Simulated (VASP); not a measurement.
Crystal: Ag.

```
CELL_PARAMETERS angstrom
2.88889 0.00000 0.00000
1.44444 2.50185 0.00000
1.44444 0.83395 2.35876
ATOMIC_POSITIONS crystal
Ag 0.00000 0.00000 0.00000
```

```yaml
Program: VASP 6.6.1
Task: relaxation of volume and atoms at fixed shape
Functional: LDA
Potentials_or_basis: VASP PAW LDA potentials, release 64 (Ag)
Cutoff: 600 eV
k_mesh: 11 × 11 × 11
Occupations: gaussian, width 0.05 eV
Spin: no spin polarisation
```

At the start: pressure -7.6 GPa; volume 17.05 Å³/atom.

**Question.** Where does the relaxation end?

**Answer.** Over 3 steps the energy falls by 27.0 meV/atom and the volume is 15.99 Å³/atom (-6.2 %); space group Fm-3m (No. 225, to 0.05 Å).

The path:
| step | energy change (eV) | largest force (eV/Å) | pressure (GPa) | volume (Å³) |
| --- | --- | --- | --- | --- |
| 1 | 0.0000 | 0.0000 | -7.56 | 17.05 |
| 2 | -0.0047 | 0.0000 | 8.96 | 15.14 |
| 3 | -0.0270 | 0.0000 | -0.08 | 15.99 |

Final structure:
```cif
data_structure
_symmetry_space_group_name_H-M 'P 1'
_symmetry_Int_Tables_number 1
_cell_length_a 2.8281
_cell_length_b 2.8281
_cell_length_c 2.8281
_cell_angle_alpha 60.000
_cell_angle_beta 60.000
_cell_angle_gamma 60.000
_cell_volume 15.99
loop_
_atom_site_label
_atom_site_type_symbol
_atom_site_fract_x
_atom_site_fract_y
_atom_site_fract_z
_atom_site_occupancy
Ag1 Ag 0.00000 0.00000 0.00000 1
```
